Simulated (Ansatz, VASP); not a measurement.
# TaTe2H in VASP and in Ansatz

```
Ta Te H
1.0
     1.75831   -7.09622    0.00000
     1.75831    7.09622    0.00000
     0.00000    0.00000    6.89109
Ta Te H
2 4 2
Direct
  0.50550 0.49450 0.75000
  0.49450 0.50550 0.25000
  0.11653 0.88347 0.01528
  0.11653 0.88347 0.48472
  0.88347 0.11653 0.98472
  0.88347 0.11653 0.51528
  0.63174 0.36826 0.75000
  0.36826 0.63174 0.25000
```

Change from the starting cell: species swapped into the YGa2Ni type (Cmcm, No. 63).

Alike in both runs: task relaxation of cell and atoms; functional PBE; k mesh 6 × 6 × 4; occupations gaussian, width 0.1 eV; no spin polarisation.

```csv
,VASP,Ansatz
version,VASP 6.6.1,Ansatz 0.2.0
potentials or method,"VASP PAW PBE potentials, release 64 (Ta_pv, Te, H), cutoff 600 eV","scalar-relativistic, plane waves, PAW"
valence electrons in the cell,48,92
```

VASP gave:

```
gap on the k mesh at the Fermi level, each at its own relaxed structure (eV)  : none
relaxed volume (Å³/atom)                                                      : 21.52
relaxed length of the cell vector where the two differ most in proportion (Å) : 7.316
```

Task: Which values does Ansatz return?

Result: gap on the k mesh at the Fermi level, each at its own relaxed structure (eV): none; relaxed volume (Å³/atom): 21.65; relaxed length of the cell vector where the two differ most in proportion (Å): 7.348.

A gap of «none» marks a metal or a gap that the smearing closes. VASP's potentials hold 48 valence electrons a cell and Ansatz's 92, so a difference there can come from the potentials and not from the codes.

Neither program's run includes spin-orbit coupling.
